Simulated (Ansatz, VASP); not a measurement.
One calculation of Bi2Te3, two programs

Contents of INCAR:

```
PREC = Accurate
ENCUT = 520
EDIFF = 1E-6
ISMEAR = -1
SIGMA = 0.05
LREAL = False
LASPH = True
NELM = 80
ALGO = Normal
ISIF = 2
LWAVE = False
LCHARG = False
GGA = PE
IVDW = 13
NBANDS = 32
```

The input KPOINTS:

```
regular mesh
0
Gamma
  7 7 7
```

POSCAR

```
Bi2Te3
1.0
    2.1930000000      1.2661291403     10.1656666667
   -2.1930000000      1.2661291403     10.1656666667
    0.0000000000     -2.5322582807     10.1656666667
Bi Te
2 3
Direct
    0.6000000000      0.6000000000      0.6000000000
    0.4000000000      0.4000000000      0.4000000000
    0.7905000000      0.7905000000      0.7905000000
    0.2095000000      0.2095000000      0.2095000000
    0.0000000000      0.0000000000      0.0000000000
```

Contents of input.yaml:

```yaml
crystal:
  lattice:
    - [2.193, 1.2661291403, 10.1656666667]
    - [-2.193, 1.2661291403, 10.1656666667]
    - [0.0, -2.5322582807, 10.1656666667]
  atoms:
    - { symbol: Bi, position: [0.6, 0.6, 0.6] }
    - { symbol: Bi, position: [0.4, 0.4, 0.4] }
    - { symbol: Te, position: [0.7905, 0.7905, 0.7905] }
    - { symbol: Te, position: [0.2095, 0.2095, 0.2095] }
    - { symbol: Te, position: [0.0, 0.0, 0.0] }
hamiltonian:
  xc: pbe
  pseudopotentials: { kind: paw }
  dispersion: d4
kpoints:
  mp_grid: { grid: [7, 7, 7] }
scf:
  occupations: { method: fermi_dirac, width: 0.05 }
output:
  forces: true
  stress: true
  eigenvalues: true
  write_density: true
  write_potential: true
  elf: true
  volumetric_format: npy
```

Alike in both runs: task single point; functional PBE; dispersion D4; k mesh 7 × 7 × 7; occupations fermi-dirac, width 0.05 eV; no spin polarisation.

|  | VASP | Ansatz |
| --- | --- | --- |
| version | VASP 6.6.1 | Ansatz 0.2.0 |
| potentials or method | VASP PAW PBE potentials, release 64 (Bi_d, Te) | Ansatz PAW |
| plane-wave cutoff (eV) | 520 | 420 |
| valence electrons in the cell | 48 | 78 |

|  | VASP | Ansatz | Ansatz less VASP |
| --- | --- | --- | --- |
| gap on the k mesh at the Fermi level (eV) | 0.28 | 0.29 | +0.011 |
| least direct gap on the mesh (eV) | 0.28 | 0.29 | +0.011 |
| pressure (GPa) | -0.4 | -0.4 | +0.01 |
| traceless stress, the component that is largest in VASP (GPa) | -0.14 | -0.14 | -0.005 |
| rms of the force components (eV/Å) | 0.016 | 0.020 | +0.0049 |

Atom by atom the forces differ by 0.005 eV/Å (rms over components). VASP's potentials hold 48 valence electrons a cell and Ansatz's 78, so a difference there can come from the potentials and not from the codes.

Spin-orbit coupling is off throughout. Noted on Ansatz's run: odd divisions of the mesh miss points on the zone boundary, where band edges often lie, so the gap on the mesh can be too wide.
